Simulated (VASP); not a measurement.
# P (R-3m) in VASP: notebook

The runs below take P through relaxation of shape and atoms at fixed volume, relaxation of cell and atoms, with PBE+D3(BJ).

All numbers are computed with VASP 6.6.1; they aren't measurements. Logs are shortened: lines on timing, memory, paths and dates and some standing lists are left out, and cuts for length are marked.

### 1 The cell of the first run

Symmetry: R-3m, No. 166, trigonal system. The conventional cell has a = 3.392 Å, b = 3.392 Å, c = 8.646 Å, α = 90.00°, β = 90.00°, γ = 120.00°. Within 3.0 Å of P (site symmetry 3m) lie 6 P at 2.28 to 2.60 Å.

### 2 Relaxation of shape and atoms at fixed volume, PBE+D3(BJ) (14.36 Å³/atom)

File INCAR:

```
PREC = Accurate ; ENCUT = 600
EDIFF = 1E-6 ; ISMEAR = 0
SIGMA = 0.1 ; LREAL = False
LASPH = True ; NELM = 60
ALGO = Normal ; ISIF = 4
LWAVE = False ; LCHARG = False
GGA = PE ; IVDW = 12
IBRION = 2 ; NSW = 50
EDIFFG = -0.01
```

File KPOINTS:

```
Automatic mesh
0
Gamma
  15 15 15
```

File POSCAR:

```
P
1.0
    1.6959852847      0.9791775607      2.8821461186
   -1.6959852847      0.9791775607      2.8821461186
    0.0000000000     -1.9583551213      2.8821461186
P
2
Direct
    0.2340199604      0.2340199604      0.2340199604
    0.7659800396      0.7659800396      0.7659800396
```

Potentials or basis: VASP PAW PBE potentials, release 64 (P).

Started as:

```
$ cat potpaw_PBE.64/P/POTCAR > POTCAR
$ mpirun -np 1 vasp_std > vasp.out
```

OUTCAR:

```text
PREC = Accurate
   ENCUT = 600
   EDIFF = 1E-6
   ISMEAR = 0
   LREAL = False
   LASPH = True
   NELM = 60
   ISIF = 4
   GGA = PE
   IVDW = 12
   IBRION = 2
   NSW = 50
   EDIFFG = -0.01
 IVDW          = 12

 ion  position               nearest neighbor table
   1  0.234  0.234  0.234-   2 2.28   2 2.28   2 2.28   2 2.60   2 2.60   2 2.60
   2  0.766  0.766  0.766-   1 2.28   1 2.28   1 2.28   1 2.60   1 2.60   1 2.60

  LATTYP: Found a trigonal (rhomboedric) cell.
 ALAT       =     3.4845259405
 COS(alpha) =     0.5262090605

  Lattice vectors:

 A1 = (   1.6959852847,   0.9791775607,   2.8821461186)
 A2 = (  -1.6959852847,   0.9791775607,   2.8821461186)
 A3 = (   0.0000000000,  -1.9583551213,   2.8821461186)

Analysis of symmetry for initial positions (statically):
=====================================================================
 Subroutine PRICEL returns:
 Original cell was already a primitive cell.

 Routine SETGRP: Setting up the symmetry group for a
 trigonal (rhombohedral) supercell.

 Subroutine GETGRP returns: Found 12 space group operations
 (whereof 12 operations were pure point group operations)
 out of a pool of 12 trial point group operations.

The static configuration has the point symmetry D_3d.

Analysis of symmetry for dynamics (positions and initial velocities):
=====================================================================
 Subroutine PRICEL returns:
 Original cell was already a primitive cell.

 Routine SETGRP: Setting up the symmetry group for a
 trigonal (rhombohedral) supercell.

 Subroutine GETGRP returns: Found 12 space group operations
 (whereof 12 operations were pure point group operations)
 out of a pool of 12 trial point group operations.

The dynamic configuration has the point symmetry D_3d.

 Subroutine INISYM returns: Found 12 space group operations
 (whereof 12 operations are pure point group operations),
 and found     1 'primitive' translations

----------------------------------------------------------------------------------------

                                     Primitive cell

  volume of cell :      28.7178

  direct lattice vectors                    reciprocal lattice vectors
     1.695985285  0.979177561  2.882146119     0.294813879  0.170210872  0.115654557
    -1.695985285  0.979177561  2.882146119    -0.294813879  0.170210872  0.115654557
     0.000000000 -1.958355121  2.882146119     0.000000000 -0.340421744  0.115654557

  length of vectors
     3.484525941  3.484525941  3.484525941     0.359531557  0.359531557  0.359531557

  position of ions in fractional coordinates (direct lattice)
     0.234019960  0.234019960  0.234019960
     0.765980040  0.765980040  0.765980040

  ion indices of the primitive-cell ions
   primitive index   ion index
                 1           1
                 2           2

----------------------------------------------------------------------------------------

 KPOINTS: Automatic mesh

Automatic generation of k-mesh.
 Grid dimensions read from file:
 generate k-points for:   15   15   15

 Generating k-lattice:

  Cartesian coordinates                     Fractional coordinates (reciprocal lattice)
     0.019654259  0.011347391  0.007710304     0.066666667  0.000000000  0.000000000
    -0.019654259  0.011347391  0.007710304     0.000000000  0.066666667  0.000000000
     0.000000000 -0.022694783  0.007710304     0.000000000  0.000000000  0.066666667

  Length of vectors
     0.023968770  0.023968770  0.023968770

  Shift w.r.t. Gamma in fractional coordinates (k-lattice)
     0.000000000  0.000000000  0.000000000

 Subroutine IBZKPT returns following result:
 ===========================================

 Found    344 irreducible k-points:

 Following reciprocal coordinates:
            Coordinates               Weight
  0.000000  0.000000  0.000000      1.000000
  0.066667  0.000000 -0.000000      6.000000
  0.133333  0.000000 -0.000000      6.000000
  0.200000  0.000000 -0.000000      6.000000
  0.266667  0.000000 -0.000000      6.000000
  0.333333  0.000000 -0.000000      6.000000
[... 16 lines left out ...]
  0.133333  0.133333 -0.000000      6.000000
  0.200000  0.133333  0.000000     12.000000
 [... further k-points ...]
   k-points           NKPTS =    344   k-points in BZ     NKDIM =    344   number of bands    NBANDS=      9
   number of dos      NEDOS =    301   number of ions     NIONS =      2
   total plane-waves  NPLWV =  21952
   dimension x,y,z NGX =    28 NGY =   28 NGZ =   28
   dimension x,y,z NGXF=    56 NGYF=   56 NGZF=   56
   ions per type =               2
   NGX,Y,Z   is equivalent  to a cutoff of  13.36, 13.36, 13.36 a.u.
   NGXF,Y,Z  is equivalent  to a cutoff of  26.72, 26.72, 26.72 a.u.
 SYSTEM =  unknown system
   PREC   = accura    normal or accurate (medium, high low for compatibility)
   ISTART =      0    job   : 0-new  1-cont  2-samecut
   ICHARG =      2    charge: 1-file 2-atom 10-const
   ISPIN  =      1    spin polarized calculation?
   LNONCOLLINEAR =      F non collinear calculations
   LSORBIT =      F    spin-orbit coupling
   LASPH  =      T    aspherical Exc in radial PAW
   ENCUT  =  600.0 eV  44.10 Ry    6.64 a.u.   6.96  6.96  6.96*2*pi/ulx,y,z
   NELM   =     60;   NELMIN=  2; NELMDL= -5     # of ELM steps
   EDIFF  = 0.1E-05   stopping-criterion for ELM
   LREAL  =      F    real-space projection
   EDIFFG = -.1E-01   stopping-criterion for IOM
   NSW    =     50    number of steps for IOM
   IBRION =      2    ionic relax: 0-MD 1-quasi-New 2-CG
   NFREE  =      1    steps in history (QN), initial steepest desc. (CG)
   ISIF   =      4    stress and relaxation
   ISYM   =      2    0-nonsym 1-usesym 2-fastsym
   POTIM  = 0.5000    time-step for ionic-motion
   TEBEG  =    0.0;   TEEND  =   0.0 temperature during run
   PSTRESS=    0.0 pullay stress
   NELECT =      10.0000    total number of electrons
   NUPDOWN=      -1.0000    fix difference up-down
   EMIN   =  10.00;   EMAX   =-10.00  energy-range for DOS
   EFERMI =   0.00;   METHOD = LEGACY
   ISMEAR =     0;   SIGMA  =   0.10  broadening in eV -4-tet -1-fermi 0-gaus
   EFERMI_NEDOS =   21; number of points for ismear=-14 and -15
   IALGO  =     38    algorithm
   IMIX   =      4    mixing-type and parameters
     AMIX     =   0.40;   BMIX     =  1.00
     AMIX_MAG =   1.60;   BMIX_MAG =  1.00
  volume/ion in A,a.u.               =      14.36        96.90
  Fermi-wavevector in a.u.,A,eV,Ry     =   1.151749  2.176490 18.048484  1.326526
  Thomas-Fermi vector in A             =   2.288405
   LORBIT       =      0    0 simple, 1 ext, 2 COOP (PROOUT), +10 PAW based schemes
   GGA     = PE    functional components
   LHFCALC =     F    Hartree Fock is set to
   AEXX    =    0.0000 exact exchange contribution
   IVDW    =    12    specifies the selected vdW correction
   LEPSILON=     F    determine dielectric tensor
   LRPA    =     F    only Hartree local field effects (RPA)
 conjugate gradient relaxation of ions
 non-spin polarized calculation
 Gauss-broadening in eV      SIGMA  =   0.10
  energy-cutoff  :      600.00
  volume of cell :       28.72
 maximum number of plane-waves:       978
   NGX = 13   NGY = 13   NGZ = 13

--------------------------------------- Ionic step        1  -------------------------------------------

 number of electron      10.0000000 magnetization

 number of electron       9.9999999 magnetization

 Free energy of the ion-electron system (eV)
  ---------------------------------------------------
  ext. energy  EPLUGINS =         0.00000000
  ---------------------------------------------------
  free energy    TOTEN  =       -10.57507745 eV

  energy without entropy =      -10.57278661  energy(sigma->0) =      -10.57393203

------------------------ aborting loop because EDIFF is reached ----------------------------------------

 Edisp (eV)   -0.98473

 E8    (eV) :    -0.3724

  FORCE on cell =-STRESS in cart. coord.  units (eV):
  Direction    XX          YY          ZZ          XY          YZ          ZX
  --------------------------------------------------------------------------------------
  -------------------------------------------------------------------------------------
  Total       0.61386     0.61386     0.47301     0.00000     0.00000    -0.00000
  in kB      34.24769    34.24769    26.38971     0.00000     0.00000    -0.00000
  external pressure =       31.63 kB  Pullay stress =        0.00 kB
[... 141 lines left out ...]
  energy  without entropy=      -11.5601697978  energy(sigma->0) =      -11.56129029

--------------------------------------- Ionic step        5  -------------------------------------------

 number of electron      10.0000000 magnetization

 Free energy of the ion-electron system (eV)
  ---------------------------------------------------
  ext. energy  EPLUGINS =         0.00000000
  ---------------------------------------------------
  free energy    TOTEN  =       -10.57793348 eV

  energy without entropy =      -10.57571239  energy(sigma->0) =      -10.57682293

 E-fermi :  10.2335     XC(G=0): -11.3145

 val. band max:       10.2242835495   @ k =   0.4667   0.4667   0.4000
 cond. band min:      10.2407140457   @ k =   0.3333   0.2667   0.2667
 fundamental gap:      0.0164304962
 Fermi energy:        10.2335111049

 k-point     1 :       0.0000    0.0000    0.0000
  band No.  band energies     occupation
      1      -6.8821      2.00000
      2       7.5679      2.00000
      3       7.5679      2.00000
      4       7.5754      2.00000
      5       8.3524      2.00000
      6      12.8783      0.00000
      7      13.8124      0.00000
      8      13.8124      0.00000
      9      15.7118      0.00000
[... 265 lines left out ...]
 k-point    24 :       0.2000    0.1333    0.0000
  band No.  band energies     occupation
      1      -6.1999      2.00000
      2       4.4416      2.00000
      3       6.3343      2.00000
      4       6.7087      2.00000
      5       9.6554      2.00000
      6      12.1337      0.00000
      7      12.8336      0.00000
      8      14.7900      0.00000
      9      15.1214      0.00000

 [... further k-points ...]

------------------------ aborting loop because EDIFF is reached ----------------------------------------

 Edisp (eV)   -0.98461

 E8    (eV) :    -0.3723

  FORCE on cell =-STRESS in cart. coord.  units (eV):
  Direction    XX          YY          ZZ          XY          YZ          ZX
  --------------------------------------------------------------------------------------
  -------------------------------------------------------------------------------------
  Total       0.33800     0.33800     0.31875    -0.00000     0.00000    -0.00000
  in kB      18.85711    18.85711    17.78317    -0.00000     0.00000    -0.00000
  external pressure =       18.50 kB  Pullay stress =        0.00 kB
[... 17 lines left out ...]
  FREE ENERGIE OF THE ION-ELECTRON SYSTEM (eV)
  ---------------------------------------------------
  free  energy   TOTEN  =       -11.5625445286 eV

  energy  without entropy=      -11.5603234405  energy(sigma->0) =      -11.56143398

 reached required accuracy - stopping structural energy minimisation
```

Run time: 7.9 min. Hardware: 1 thread of Intel Xeon 8259CL, shared host; peak memory 0.23 GiB.

What came out:

```yaml
Free_energy: -11.5625 eV
Energy_gained_by_relaxing: 1.4 meV/atom
Ionic_steps: 5
Pressure_after_relaxing: 1.8 GPa
Largest_force_after_relaxing: 0.005 eV/Å
Band_gap_on_the_k_mesh: zero (bands 5 and 6 overlap by 1.58 eV)
Dispersion_energy_per_atom: -0.492 eV
```

Forces on the atoms (eV/Å):
```
P    0.000  0.000 -0.005
P    0.000  0.000  0.005
```

The path:
```csv
step,energy change (eV),largest force (eV/Å),pressure (GPa),volume (Å³)
1,0.0000,0.1497,3.16,28.72
2,-0.0019,0.0703,2.54,28.72
3,-0.0025,0.0383,1.72,28.72
4,-0.0026,0.0156,1.88,28.72
5,-0.0027,0.0051,1.85,28.72
```

Final structure:
```
CELL_PARAMETERS angstrom
1.70192 0.98261 2.86207
-1.70192 0.98261 2.86207
0.00000 -1.96521 2.86207
ATOMIC_POSITIONS crystal
P 0.23577 0.23577 0.23577
P 0.76423 0.76423 0.76423
```

(Part 1 of 2 ends here.)

The gap in the log of VASP goes by the Fermi energy; the results here count the filled bands.